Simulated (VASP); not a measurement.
# In3Se (Pm-3m) in VASP: a series of runs

In3Se is run at these levels: PBEsol, PBEsol+D3(BJ), LDA; tasks: single point.

All numbers are computed with VASP 6.6.1; they aren't measurements. Logs are shortened: lines on timing, memory, paths and dates and some standing lists are left out, and cuts for length are marked.

### Step 1. The cell of the first run

It takes space group Pm-3m (No. 221, cubic). Conventional cell: a = 4.804 Å, b = 4.804 Å, c = 4.804 Å, α = 90.00°, β = 90.00°, γ = 90.00°. Within 4.5 Å of In (site symmetry 4/mmm) lie 8 In at 3.40 Å and 4 Se at 3.40 Å. Se (site symmetry m-3m) has 12 In at 3.40 Å within 4.5 Å.

### Step 2. Single point, PBEsol

INCAR reads:

```
PREC     = Accurate       # precision mode
ENCUT    = 520            # plane-wave cutoff, eV
EDIFF    = 1E-7           # SCF threshold, eV
ISMEAR   = -5             # smearing method
SIGMA    = 0.1            # smearing width, eV
LREAL    = F              # projectors in reciprocal space
LASPH    = T              # aspherical terms in the spheres
NELM     = 60             # most SCF steps
ALGO     = Normal         # electronic algorithm
ISIF     = 2              # what is computed and relaxed
LWAVE    = F              # write WAVECAR
LCHARG   = T              # write CHGCAR
GGA      = PS             # functional
LELF     = T              # ELF
LVHAR    = T            
NBANDS   = 30             # bands
```

KPOINTS reads:

```
Automatic mesh
0
Gamma
  10 10 10
```

POSCAR reads:

```
In3Se
1.0
    4.8037580000      0.0000000000      0.0000000000
    0.0000000000      4.8037580000      0.0000000000
    0.0000000000      0.0000000000      4.8037580000
In Se
3 1
Direct
    0.0000000000      0.5000000000      0.5000000000
    0.5000000000      0.0000000000      0.5000000000
    0.5000000000      0.5000000000      0.0000000000
    0.0000000000      0.0000000000      0.0000000000
```

Potentials or basis: VASP PAW PBE potentials, release 64 (In_d, Se).

Started as:

```bash
> cat potpaw_PBE.64/In_d/POTCAR potpaw_PBE.64/Se/POTCAR > POTCAR
> mpirun -np 1 vasp_std > vasp.out
```

OUTCAR:

```text
PREC = Accurate
   ENCUT = 520
   EDIFF = 1E-7
   ISMEAR = -5
   LREAL = F
   LASPH = T
   NELM = 60
   ISIF = 2
   GGA = PS

 ion  position               nearest neighbor table
   1  0.000  0.500  0.500-   2 3.40   3 3.40   4 3.40   3 3.40   4 3.40   2 3.40   4 3.40   4 3.40
                             2 3.40   3 3.40   3 3.40   2 3.40
   2  0.500  0.000  0.500-   1 3.40   3 3.40   4 3.40   3 3.40   4 3.40   1 3.40   3 3.40   3 3.40
                             1 3.40   4 3.40   4 3.40   1 3.40
   3  0.500  0.500  0.000-   1 3.40   2 3.40   4 3.40   1 3.40   2 3.40   2 3.40   4 3.40   2 3.40
                             1 3.40   4 3.40   1 3.40   4 3.40
   4  0.000  0.000  0.000-   1 3.40   2 3.40   3 3.40   1 3.40   2 3.40   1 3.40   3 3.40   1 3.40
                             2 3.40   3 3.40   2 3.40   3 3.40

  LATTYP: Found a simple cubic cell.
 ALAT       =     4.8037580000

  Lattice vectors:

 A1 = (   4.8037580000,   0.0000000000,   0.0000000000)
 A2 = (   0.0000000000,   4.8037580000,   0.0000000000)
 A3 = (   0.0000000000,   0.0000000000,   4.8037580000)

Analysis of symmetry for initial positions (statically):
=====================================================================
 Subroutine PRICEL returns:
 Original cell was already a primitive cell.

 Routine SETGRP: Setting up the symmetry group for a
 simple cubic supercell.

 Subroutine GETGRP returns: Found 48 space group operations
[... 9 lines left out ...]

 Routine SETGRP: Setting up the symmetry group for a
 simple cubic supercell.

 Subroutine GETGRP returns: Found 48 space group operations
[... 11 lines left out ...]
                                     Primitive cell

  volume of cell :     110.8520

  direct lattice vectors                    reciprocal lattice vectors
     4.803758000  0.000000000  0.000000000     0.208170353  0.000000000  0.000000000
     0.000000000  4.803758000  0.000000000     0.000000000  0.208170353  0.000000000
     0.000000000  0.000000000  4.803758000     0.000000000  0.000000000  0.208170353

  length of vectors
     4.803758000  4.803758000  4.803758000     0.208170353  0.208170353  0.208170353

  position of ions in fractional coordinates (direct lattice)
     0.000000000  0.500000000  0.500000000
     0.500000000  0.000000000  0.500000000
     0.500000000  0.500000000  0.000000000
     0.000000000  0.000000000  0.000000000

  ion indices of the primitive-cell ions
   primitive index   ion index
                 1           1
                 2           2
                 3           3
                 4           4

[... 69 lines left out ...]
   LSORBIT =      F    spin-orbit coupling
   LASPH  =      T    aspherical Exc in radial PAW
   ENCUT  =  520.0 eV  38.22 Ry    6.18 a.u.   8.93  8.93  8.93*2*pi/ulx,y,z
   NELM   =     60;   NELMIN=  2; NELMDL= -5     # of ELM steps
   EDIFF  = 0.1E-06   stopping-criterion for ELM
   LREAL  =      F    real-space projection
   EDIFFG = 0.1E-05   stopping-criterion for IOM
   NSW    =      0    number of steps for IOM
   IBRION =     -1    ionic relax: 0-MD 1-quasi-New 2-CG
   NFREE  =      0    steps in history (QN), initial steepest desc. (CG)
   ISIF   =      2    stress and relaxation
   ISYM   =      2    0-nonsym 1-usesym 2-fastsym
   POTIM  = 0.5000    time-step for ionic-motion
   TEBEG  =    0.0;   TEEND  =   0.0 temperature during run
   PSTRESS=    0.0 pullay stress
   NELECT =      45.0000    total number of electrons
   NUPDOWN=      -1.0000    fix difference up-down
   EMIN   =  10.00;   EMAX   =-10.00  energy-range for DOS
   EFERMI =   0.00;   METHOD = LEGACY
   ISMEAR =    -5;   SIGMA  =   0.10  broadening in eV -4-tet -1-fermi 0-gaus
   EFERMI_NEDOS =   21; number of points for ismear=-14 and -15
   IALGO  =     38    algorithm
   IMIX   =      4    mixing-type and parameters
     AMIX     =   0.40;   BMIX     =  1.00
     AMIX_MAG =   1.60;   BMIX_MAG =  1.00
  volume/ion in A,a.u.               =      27.71       187.02
  Fermi-wavevector in a.u.,A,eV,Ry     =   1.212173  2.290675 19.991897  1.469363
  Thomas-Fermi vector in A             =   2.347665
   LORBIT       =      0    0 simple, 1 ext, 2 COOP (PROOUT), +10 PAW based schemes
   GGA     = PS    functional components
   LHFCALC =     F    Hartree Fock is set to
   AEXX    =    0.0000 exact exchange contribution
   IVDW    =     0    specifies the selected vdW correction
   LEPSILON=     F    determine dielectric tensor
   LRPA    =     F    only Hartree local field effects (RPA)
 non-spin polarized calculation
 Fermi weights with tetrahedron method with Bloechl corrections
  energy-cutoff  :      520.00
  volume of cell :      110.85
 maximum number of plane-waves:      3016
 NGX is ok and might be reduce to    36
   NGX = 17   NGY = 17   NGZ = 17

 number of electron      45.0000024 magnetization

 Free energy of the ion-electron system (eV)
  ---------------------------------------------------
  ext. energy  EPLUGINS =         0.00000000
  ---------------------------------------------------
  free energy    TOTEN  =       -13.15850299 eV

  energy without entropy =      -13.15850299  energy(sigma->0) =      -13.15850299

 E-fermi :   5.8009     XC(G=0):  -9.9009

 val. band max:        5.8604107357   @ k =   0.5000   0.3000   0.2000
 cond. band min:       5.6835414881   @ k =   0.5000   0.0000   0.0000
 fundamental gap:     -0.1768692476
 Fermi energy:         5.8009044938

 k-point     1 :       0.0000    0.0000    0.0000
  band No.  band energies     occupation
      1      -8.9001      2.00000
      2      -8.8938      2.00000
      3      -8.8938      2.00000
      4      -8.8938      2.00000
      5      -8.7715      2.00000
      6      -8.7715      2.00000
[... 781 lines left out ...]
     29      10.5824      0.00000
     30      12.5387      0.00000

 [... further k-points ...]
[... 5 lines left out ...]
  --------------------------------------------------------------------------------------
  -------------------------------------------------------------------------------------
  Total       -2.0605040     -2.0605040     -2.0605040     -0.0000000      0.0000000      0.0000000
  in kB      -29.7810970    -29.7810970    -29.7810970     -0.0000000      0.0000000      0.0000000
  external PRESSURE =     -29.7810970 kB  Pullay stress =       0.0000000 kB

 VOLUME and BASIS-vectors are now :
 -----------------------------------------------------------------------------
  energy-cutoff  :      520.00
  volume of cell :      110.85
      direct lattice vectors                 reciprocal lattice vectors
     4.803758000  0.000000000  0.000000000     0.208170353  0.000000000  0.000000000
     0.000000000  4.803758000  0.000000000     0.000000000  0.208170353  0.000000000
     0.000000000  0.000000000  4.803758000     0.000000000  0.000000000  0.208170353

 POSITION                                       TOTAL-FORCE (eV/Angst)
 -----------------------------------------------------------------------------------
      0.00000      2.40188      2.40188         0.000000      0.000000      0.000000
      2.40188      0.00000      2.40188         0.000000      0.000000      0.000000
      2.40188      2.40188      0.00000         0.000000      0.000000      0.000000
      0.00000      0.00000      0.00000         0.000000      0.000000      0.000000
 -----------------------------------------------------------------------------------
    total drift:                                0.000000      0.000000      0.000000

  FREE ENERGIE OF THE ION-ELECTRON SYSTEM (eV)
  ---------------------------------------------------
  free  energy   TOTEN  =       -13.1585029874 eV

  energy  without entropy=      -13.1585029874  energy(sigma->0) =      -13.15850299
```

It took 2.1 min on 1 thread of AMD EPYC 9R14 (Zen 4), shared host; peak memory 0.27 GiB.

Results:

| Item | Value |
| --- | --- |
| Free energy | -13.1585 eV |
| Pressure | -3.0 GPa |

Caveat: the PAW data sets were made with another functional, which shifts forces and pressure a little; spin-orbit coupling is left out, which moves the levels of the heavy elements; tetrahedron occupations give inexact forces and stress in metals.

[end of part 1 of 2]
